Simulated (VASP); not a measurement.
# ZnO (P6_3mc) in VASP: further runs, part 2 of 2

VASP 6.6.1. Earlier steps stand in the parts before.

## 3. Single point, RPBE

This run uses another cell than the first one, of 12.76 Å³/atom.

INCAR reads:

```
SYSTEM = ZnO
  PREC = Accurate
  ENCUT = 520
  EDIFF = 1E-6
  ISMEAR = 0
  SIGMA = 0.01
  LREAL = .False.
  LASPH = .True.
  NELM = 60
  ALGO = Normal
  ISIF = 2
  LWAVE = .False.
  LCHARG = .True.
  GGA = RP
  LELF = .True.
  LVHAR = .True.
  NBANDS = 26
```

KPOINTS reads:

```
regular mesh
0
Gamma
  12 12 4
  0 0 0
```

POSCAR reads:

```
ZnO
1.0
    3.3181112305      0.0000000000      0.0000000000
   -1.6590556152      2.8735686182      0.0000000000
    0.0000000000      0.0000000000      5.3525690003
Zn O
2 2
Direct
    0.3333333333      0.6666666667      0.4998309527
    0.6666666667      0.3333333333     -0.0001690473
    0.6666666667      0.3333333333      0.3791790473
    0.3333333333      0.6666666667      0.8791790473
```

Potentials or basis: VASP PAW PBE potentials, release 64 (Zn, O).

Launch:

```console
$ cat potpaw_PBE.64/Zn/POTCAR potpaw_PBE.64/O/POTCAR > POTCAR
$ mpirun -np 1 vasp_std > vasp.out
```

OUTCAR:

```text
SYSTEM = ZnO
   PREC = Accurate
   ENCUT = 520
   EDIFF = 1E-6
   ISMEAR = 0
   LREAL = .False.
   LASPH = .True.
   NELM = 60
   ISIF = 2
   GGA = RP

 ion  position               nearest neighbor table
   1  0.333  0.667  0.500-   3 2.02   3 2.02   3 2.02   4 2.03
   2  0.667  0.333  1.000-   4 2.02   4 2.02   4 2.02   3 2.03
   3  0.667  0.333  0.379-   1 2.02   1 2.02   1 2.02   2 2.03
   4  0.333  0.667  0.879-   2 2.02   2 2.02   2 2.02   1 2.03

  LATTYP: Found a hexagonal cell.
 ALAT       =     3.3181112305
 C/A-ratio  =     1.6131373027

  Lattice vectors:

 A1 = (   3.3181112305,   0.0000000000,   0.0000000000)
 A2 = (  -1.6590556152,   2.8735686182,   0.0000000000)
 A3 = (   0.0000000000,   0.0000000000,   5.3525690003)

Analysis of symmetry for initial positions (statically):
=====================================================================
 Subroutine PRICEL returns:
 Original cell was already a primitive cell.

 Routine SETGRP: Setting up the symmetry group for a
 hexagonal supercell.

 Subroutine GETGRP returns: Found 12 space group operations
 (whereof  6 operations were pure point group operations)
 out of a pool of 24 trial point group operations.

The static configuration has the point symmetry C_3v.
 The point group associated with its full space group is C_6v.

Analysis of symmetry for dynamics (positions and initial velocities):
=====================================================================
 Subroutine PRICEL returns:
 Original cell was already a primitive cell.

 Routine SETGRP: Setting up the symmetry group for a
 hexagonal supercell.

 Subroutine GETGRP returns: Found 12 space group operations
 (whereof  6 operations were pure point group operations)
 out of a pool of 24 trial point group operations.
[... 121 lines left out ...]
   ISMEAR =     0;   SIGMA  =   0.01  broadening in eV -4-tet -1-fermi 0-gaus
   EFERMI_NEDOS =   21; number of points for ismear=-14 and -15
   IALGO  =     38    algorithm
   IMIX   =      4    mixing-type and parameters
     AMIX     =   0.40;   BMIX     =  1.00
     AMIX_MAG =   1.60;   BMIX_MAG =  1.00
  volume/ion in A,a.u.               =      12.76        86.10
  Fermi-wavevector in a.u.,A,eV,Ry     =   1.457306  2.753909 28.895245  2.123741
  Thomas-Fermi vector in A             =   2.574123
   LORBIT       =      0    0 simple, 1 ext, 2 COOP (PROOUT), +10 PAW based schemes
   GGA     = RP    functional components
   LHFCALC =     F    Hartree Fock is set to
   AEXX    =    0.0000 exact exchange contribution
   IVDW    =     0    specifies the selected vdW correction
   LEPSILON=     F    determine dielectric tensor
   LRPA    =     F    only Hartree local field effects (RPA)
 non-spin polarized calculation
 Gauss-broadening in eV      SIGMA  =   0.01
  energy-cutoff  :      520.00
  volume of cell :       51.04
 maximum number of plane-waves:      1398
 NGX is ok and might be reduce to    28
   NGX = 13   NGY = 13   NGZ = 19

 number of electron      36.0000027 magnetization

 Free energy of the ion-electron system (eV)
  ---------------------------------------------------
  ext. energy  EPLUGINS =         0.00000000
  ---------------------------------------------------
  free energy    TOTEN  =       -16.37604271 eV

  energy without entropy =      -16.37604271  energy(sigma->0) =      -16.37604271

 E-fermi :   0.8915     XC(G=0): -10.2766

 val. band max:        0.7881783367   @ k =   0.0000   0.0000   0.0000
 cond. band min:       1.5628586552   @ k =   0.0000   0.0000   0.0000
 fundamental gap:      0.7746803185
 Fermi energy:         0.8915465666

 k-point     1 :       0.0000    0.0000    0.0000
  band No.  band energies     occupation
      1     -16.8581      2.00000
      2     -16.2531      2.00000
      3      -4.5916      2.00000
      4      -4.5916      2.00000
      5      -4.5523      2.00000
      6      -4.4205      2.00000
[... 685 lines left out ...]
     25      13.9448      0.00000
     26      14.3712      0.00000

 [... further k-points ...]

------------------------ aborting loop because EDIFF is reached ----------------------------------------

  FORCE on cell =-STRESS in cart. coord.  units (eV):
  Direction    XX          YY          ZZ          XY          YZ          ZX
  --------------------------------------------------------------------------------------
  -------------------------------------------------------------------------------------
  Total        0.2933553      0.2933553      0.2885375      0.0000000     -0.0000000      0.0000000
  in kB        9.2093668      9.2093668      9.0581196      0.0000000     -0.0000000      0.0000000
  external PRESSURE =       9.1589510 kB  Pullay stress =       0.0000000 kB

 VOLUME and BASIS-vectors are now :
 -----------------------------------------------------------------------------
  energy-cutoff  :      520.00
  volume of cell :       51.04
      direct lattice vectors                 reciprocal lattice vectors
     3.318111231  0.000000000  0.000000000     0.301376274  0.173999673  0.000000000
    -1.659055615  2.873568618  0.000000000     0.000000000  0.347999346  0.000000000
     0.000000000  0.000000000  5.352569000     0.000000000  0.000000000  0.186826176

 POSITION                                       TOTAL-FORCE (eV/Angst)
 -----------------------------------------------------------------------------------
     -0.00000      1.91571      2.67538         0.000000      0.000000      0.000758
      1.65906      0.95786      5.35166        -0.000000     -0.000000      0.000758
      1.65906      0.95786      2.02958        -0.000000      0.000000     -0.000758
     -0.00000      1.91571      4.70587        -0.000000      0.000000     -0.000758
 -----------------------------------------------------------------------------------
    total drift:                                0.000000      0.000000     -0.000217

  FREE ENERGIE OF THE ION-ELECTRON SYSTEM (eV)
  ---------------------------------------------------
  free  energy   TOTEN  =       -16.3760427059 eV

  energy  without entropy=      -16.3760427059  energy(sigma->0) =      -16.37604271
```

It took 2.4 min on 1 thread of Intel Xeon Platinum 8259CL at 2.50GHz (Skylake/Cascade Lake), shared host; peak memory 0.2 GiB.

What came out:

* Free energy: -16.3760 eV
* Pressure: 0.9 GPa
* Band gap on the k mesh: 0.77 eV

Levels at points of the mesh, in eV from the valence-band top:
```
           k point  band 15  band 16  band 17  band 18  band 19  band 20  band 21  band 22
(0.00, 0.00, 0.00)    -0.71    -0.07     0.00     0.00     0.77     5.06     8.08    12.65
(0.50, 0.00, 0.00)    -2.60    -2.03    -1.17    -0.75     5.56     6.91     7.61     8.11
(0.00, 0.00, 0.50)    -0.35    -0.35    -0.35    -0.35     3.36     3.36     9.89     9.89
(0.50, 0.00, 0.50)    -1.36    -1.36    -1.25    -1.25     5.69     5.69     8.13     8.13
```

Caveat: the PAW data sets were made with another functional, which shifts forces and pressure a little.

## 4. Relaxation of cell and atoms, RPBE

This run uses another cell than the first one, of 11.90 Å³/atom.

INCAR reads:

```
SYSTEM = ZnO
ALGO = Normal ; EDIFF = 1E-6
EDIFFG = -0.03 ; ENCUT = 600
GGA = RP ; IBRION = 2
ISIF = 3 ; ISMEAR = 0
LASPH = .TRUE. ; LCHARG = .FALSE.
LREAL = .FALSE. ; LWAVE = .FALSE.
NELM = 80 ; NSW = 80
PREC = Accurate ; SIGMA = 0.01
```

KPOINTS reads:

```
k-points
0
G
  12 12 4
  0 0 0
```

POSCAR reads:

```
ZnO
1.0
    3.2493080000      0.0000000000      0.0000000000
   -1.6246540000      2.8139832700      0.0000000000
    0.0000000000      0.0000000000      5.2057090000
Zn O
2 2
Direct
    0.3333333333      0.6666666667      0.5000000000
    0.6666666667      0.3333333333      0.0000000000
    0.6666666667      0.3333333333      0.3790100000
    0.3333333333      0.6666666667      0.8790100000
```

Potentials or basis: VASP PAW PBE potentials, release 64 (Zn, O).

Launch:

```console
$ cat potpaw_PBE.64/Zn/POTCAR potpaw_PBE.64/O/POTCAR > POTCAR
$ mpirun -np 1 vasp_std > vasp.out
```

OUTCAR:

```text
SYSTEM = ZnO
   EDIFF = 1E-6
   EDIFFG = -0.03
   ENCUT = 600
   GGA = RP
   IBRION = 2
   ISIF = 3
   ISMEAR = 0
   LASPH = .TRUE.
   LREAL = .FALSE.
   NELM = 80
   NSW = 80
   PREC = Accurate

 ion  position               nearest neighbor table
   1  0.333  0.667  0.500-   4 1.97   3 1.98   3 1.98   3 1.98
   2  0.667  0.333  0.000-   3 1.97   4 1.98   4 1.98   4 1.98
   3  0.667  0.333  0.379-   2 1.97   1 1.98   1 1.98   1 1.98
   4  0.333  0.667  0.879-   1 1.97   2 1.98   2 1.98   2 1.98

  LATTYP: Found a hexagonal cell.
 ALAT       =     3.2493080000
 C/A-ratio  =     1.6020977390

  Lattice vectors:

 A1 = (   3.2493080000,   0.0000000000,   0.0000000000)
 A2 = (  -1.6246540000,   2.8139832700,   0.0000000000)
 A3 = (   0.0000000000,   0.0000000000,   5.2057090000)

[... 263 lines left out ...]
  ---------------------------------------------------
  free energy    TOTEN  =       -16.37493776 eV

  energy without entropy =      -16.37493776  energy(sigma->0) =      -16.37493776

 E-fermi :   0.8069     XC(G=0): -10.2433

 val. band max:        0.7355184825   @ k =   0.0000   0.0000   0.0000
 cond. band min:       1.5051851020   @ k =   0.0000   0.0000   0.0000
 fundamental gap:      0.7696666196
 Fermi energy:         0.8069177710

 k-point     1 :       0.0000    0.0000    0.0000
  band No.  band energies     occupation
      1     -16.8646      2.00000
      2     -16.2649      2.00000
      3      -4.6196      2.00000
      4      -4.6196      2.00000
      5      -4.5732      2.00000
      6      -4.4516      2.00000
[... 589 lines left out ...]
     21       9.0191      0.00000
     22       9.4789      0.00000

 [... further k-points ...]

------------------------ aborting loop because EDIFF is reached ----------------------------------------

  FORCE on cell =-STRESS in cart. coord.  units (eV):
  Direction    XX          YY          ZZ          XY          YZ          ZX
  --------------------------------------------------------------------------------------
  -------------------------------------------------------------------------------------
  Total       -0.0111077     -0.0111077      0.0726945      0.0000000     -0.0000000      0.0000000
  in kB       -0.3465707     -0.3465707      2.2681325      0.0000000     -0.0000000      0.0000000
  external PRESSURE =       0.5249971 kB  Pullay stress =       0.0000000 kB
[... 19 lines left out ...]
  FREE ENERGIE OF THE ION-ELECTRON SYSTEM (eV)
  ---------------------------------------------------
  free  energy   TOTEN  =       -16.3749377555 eV

  energy  without entropy=      -16.3749377555  energy(sigma->0) =      -16.37493776

 reached required accuracy - stopping structural energy minimisation
```

OSZICAR:

```text
N       E                     dE             d eps       ncg     rms          rms(c)
DAV:   1     0.305172782308E+03    0.30517E+03   -0.20595E+04  2532   0.263E+03
[... 30 lines left out ...]
DAV:   3    -0.163883747167E+02    0.33185E-01   -0.44499E-02  3612   0.439E+00    0.972E-01
DAV:   4    -0.163749896954E+02    0.13385E-01   -0.21759E-02  3786   0.215E+00    0.141E-01
DAV:   5    -0.163749180939E+02    0.71601E-04   -0.41482E-03  2860   0.691E-01    0.430E-02
DAV:   6    -0.163749274428E+02   -0.93489E-05   -0.17587E-04  3120   0.380E-01    0.240E-02
DAV:   7    -0.163749393510E+02   -0.11908E-04   -0.75079E-05  3298   0.132E-01    0.125E-02
DAV:   8    -0.163749376836E+02    0.16674E-05   -0.22570E-05  2830   0.968E-02    0.258E-03
DAV:   9    -0.163749377555E+02   -0.71875E-07   -0.67520E-07  1536   0.810E-03
   3 F= -.16374938E+02 E0= -.16374938E+02  d E =-.115290E+00
```

Run time: 6 min. Hardware: 1 thread of Intel Xeon Platinum 8259CL at 2.50GHz (Skylake/Cascade Lake), shared host; peak memory 0.21 GiB.

Results:

* Free energy: -16.3749 eV
* Relaxed volume: 12.84 Å³/atom
* Relaxed cell: a = 3.328 Å, b = 3.328 Å, c = 5.354 Å, α = 90.00°, β = 90.00°, γ = 120.00°
* Space group after relaxing (to 0.1 Å): P6_3mc (No. 186)
* Energy gained by relaxing: 28.8 meV/atom
* Ionic steps: 3
* Pressure after relaxing: 0.1 GPa
* Band gap on the k mesh: 0.77 eV

Forces on the atoms (eV/Å):
```
Zn   0.000  0.000  0.002
Zn   0.000  0.000  0.002
O    0.000  0.000 -0.002
O    0.000  0.000 -0.002
```

Step by step:
```tsv
step	energy change (eV)	largest force (eV/Å)	pressure (GPa)	volume (Å³)
1	0.0000	0.0810	10.50	47.60
2	-0.0938	0.0225	-3.68	53.18
3	-0.1153	0.0021	0.05	51.35
```

Final structure:
```xyz
4
Lattice="3.3280 0.0000 0.0000 -1.6640 2.8821 0.0000 0.0000 0.0000 5.3536" Properties=species:S:1:pos:R:3 pbc="T T T"
Zn    0.0000    1.9214    2.6740
Zn    1.6640    0.9607    5.3508
O     1.6640    0.9607    2.0319
O     0.0000    1.9214    4.7087
```

Levels at points of the mesh, in eV from the valence-band top:
```tsv
k point	band 14	band 15	band 16	band 17	band 18	band 19	band 20	band 21	band 22
(0.00, 0.00, 0.00)	-0.71	-0.71	-0.06	0.00	0.00	0.77	5.03	8.08	12.59
(0.50, 0.00, 0.00)	-3.29	-2.58	-2.01	-1.15	-0.75	5.53	6.90	7.62	8.06
(0.00, 0.00, 0.50)	-2.17	-0.35	-0.35	-0.35	-0.35	3.35	3.35	9.88	9.88
(0.50, 0.00, 0.50)	-3.59	-1.35	-1.35	-1.23	-1.23	5.68	5.68	8.10	8.10
```

Caveat: the PAW data sets were made with another functional, which shifts forces and pressure a little. RPBE gaps usually lie below the measured ones, often by a third to a half.

## 5. Relaxation of cell and atoms, revPBE+D3(BJ)

This run uses another cell than the first one, of 11.90 Å³/atom.

INCAR reads:

```
  PREC = Accurate
  ENCUT = 600
  EDIFF = 1E-6
  ISMEAR = 0
  SIGMA = 0.01
  LREAL = False
  LASPH = True
  NELM = 100
  ALGO = Normal
  ISIF = 3
  LWAVE = False
  LCHARG = False
  GGA = RE
  IVDW = 12
  IBRION = 2
  NSW = 80
  EDIFFG = -0.03
```

KPOINTS reads:

```
Automatic mesh
0
Gamma
  12 12 4
```

POSCAR is that of step 4.

Launch:

```console
$ cat potpaw_PBE.64/Zn/POTCAR potpaw_PBE.64/O/POTCAR > POTCAR
$ mpirun -np 1 vasp_std > vasp.out
```

It took 4.5 min on 1 thread of Intel Xeon Platinum 8259CL at 2.50GHz (Skylake/Cascade Lake), shared host; peak memory 0.22 GiB.

The run converged. Its results:

- Free energy: -18.2558 eV
- Relaxed volume: 12.16 Å³/atom
- Relaxed cell: a = 3.268 Å, b = 3.268 Å, c = 5.259 Å, α = 90.00°, β = 90.00°, γ = 120.00°
- Space group after relaxing (to 0.1 Å): P6_3mc (No. 186)
- Energy gained by relaxing: 2.7 meV/atom
- Ionic steps: 3
- Pressure after relaxing: 0.1 GPa
- Largest force after relaxing: 0.006 eV/Å
- Band gap on the k mesh: 0.82 eV
- Dispersion energy per atom: -0.432 eV

Forces on the atoms (eV/Å):
```
Zn   0.000  0.000  0.006
Zn   0.000  0.000  0.006
O    0.000  0.000 -0.006
O    0.000  0.000 -0.006
```

Stress tensor (GPa, compression positive):
```
0.01 0.00 0.00
0.00 0.01 0.00
0.00 0.00 0.35
```

Step by step:
| step | energy change (eV) | largest force (eV/Å) | pressure (GPa) | volume (Å³) |
| --- | --- | --- | --- | --- |
| 1 | 0.0000 | 0.0733 | 3.11 | 47.60 |
| 2 | -0.0082 | 0.0386 | -1.41 | 49.21 |
| 3 | -0.0109 | 0.0057 | 0.12 | 48.65 |

Final structure:
```
CELL_PARAMETERS angstrom
3.26825 0.00000 0.00000
-1.63412 2.83039 0.00000
0.00000 0.00000 5.25890
ATOMIC_POSITIONS crystal
Zn 0.33333 0.66667 0.49955
Zn 0.66667 0.33333 0.99955
O 0.66667 0.33333 0.37946
O 0.33333 0.66667 0.87946
```

Levels at points of the mesh, in eV from the valence-band top:
| k point | band 16 | band 17 | band 18 | band 19 | band 20 | band 21 |
| --- | --- | --- | --- | --- | --- | --- |
| (0.00, 0.00, 0.00) | -0.08 | 0.00 | 0.00 | 0.82 | 5.21 | 8.23 |
| (0.50, 0.00, 0.00) | -2.19 | -1.24 | -0.81 | 5.74 | 6.93 | 7.65 |
| (0.00, 0.00, 0.50) | -0.38 | -0.38 | -0.38 | 3.46 | 3.46 | 10.07 |
| (0.50, 0.00, 0.50) | -1.46 | -1.32 | -1.32 | 5.75 | 5.75 | 8.38 |

Caveat: the PAW data sets were made with another functional, which shifts forces and pressure a little. Zero-point motion and thermal expansion aren't in these numbers.

## 6. The runs side by side

```tsv
task	level	cell	cutoff (eV)	gap on the mesh (eV)	pressure (GPa)	relaxed volume (Å³/atom)
single point	revPBE+D3(BJ)	a = 3.257, b = 3.257, c = 5.262 Å, angles 90.0, 90.0, 120.0°, 4 atoms	520	0.82	1.1	-
single point	RPBE	a = 3.318, b = 3.318, c = 5.353 Å, angles 90.0, 90.0, 120.0°, 4 atoms	520	0.77	0.9	-
relaxation of cell and atoms	RPBE	relaxed from a = 3.249, b = 3.249, c = 5.206 Å, angles 90.0, 90.0, 120.0°, 4 atoms	600	0.77	0.1	12.84
relaxation of cell and atoms	revPBE+D3(BJ)	relaxed from a = 3.249, b = 3.249, c = 5.206 Å, angles 90.0, 90.0, 120.0°, 4 atoms	600	0.82	0.1	12.16
```

Alike in all rows: potentials or basis VASP PAW PBE potentials, release 64 (Zn, O); no spin polarisation; k mesh 12 × 12 × 4; smearing gaussian 0.01 eV.

Caveats: the PAW data sets were made with another functional, which shifts forces and pressure a little.

Absolute energies hang on the potentials; compare differences alone.

## 7. How close it comes

Step 3. Against the measured gap of ZnO, 3.37 eV (quoted in “Electronic structure of alkaline earth and post-transition metal oxides”, 2009, arxiv:0908.1581), the calculated 0.77 eV is off by -2.60 eV. So large a miss can be the level of theory's own, or it may mean another phase, state or a wrong row. The value is that of RPBE, without temperature or zero-point motion. Semilocal functionals fall short of measured gaps as a rule.
